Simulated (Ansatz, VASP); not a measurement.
# Two plane-wave programs on SrO

```xyz
2
Lattice="0.0000 2.5799 2.5799 2.5799 0.0000 2.5799 2.5799 2.5799 0.0000" Properties=species:S:1:pos:R:3 pbc="T T T"
Sr    0.0000    0.0000    0.0000
O     2.5799    2.5799    2.5799
```

Alike in both runs: task single point; functional HSE06; k mesh 4 × 4 × 4; occupations fermi-dirac, width 0.05 eV; no spin polarisation.

|  | VASP | Ansatz |
| --- | --- | --- |
| version | VASP 6.6.1 | Ansatz 0.2.0 |
| potentials or method | VASP PAW PBE potentials, release 64 (Sr_sv, O) | plane waves |
| plane-wave cutoff (eV) | 520 | 420 |
| valence electrons in the cell | 16 | 16 |

Ansatz gave:

* gap on the k mesh at the Fermi level (eV): 4.79
* pressure (GPa): -0.3

Estimate VASP's values.

gap on the k mesh at the Fermi level (eV): 4.74; pressure (GPa): 0.2.

Ansatz's warnings: stress exchange threshold loose, stress scf threshold loose.

The k mesh is coarse, so the values compare programs but aren't converged.
